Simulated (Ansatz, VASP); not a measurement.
# Two plane-wave programs on CdS

```
CELL_PARAMETERS angstrom
0.00000 2.90982 2.90982
2.90982 0.00000 2.90982
2.90982 2.90982 0.00000
ATOMIC_POSITIONS crystal
Cd 0.00000 0.00000 0.00000
S 0.25000 0.25000 0.25000
```

Change from the starting cell: hydrostatic strain -1.0%.

Alike in both runs: task single point; functional HSE06; k mesh 6 × 6 × 6; no spin polarisation.

```csv
,VASP,Ansatz
version,VASP 6.6.1,Ansatz 0.2.0
potentials or method,"VASP PAW PBE potentials, release 64 (Cd, S)","plane waves, PAW"
plane-wave cutoff (eV),520,420
occupations,"gaussian, width 0.01 eV",fixed
valence electrons in the cell,18,26
```

Ansatz gave:

- gap on the k mesh at the Fermi level (eV): 2.18
- pressure (GPa): 2.2

Which values does VASP return?

gap on the k mesh at the Fermi level (eV): 2.19; pressure (GPa): 2.5.

VASP's potentials hold 18 valence electrons a cell and Ansatz's 26, so a difference there can come from the potentials and not from the codes. Ansatz's warnings: stress exchange threshold loose, stress scf threshold loose.
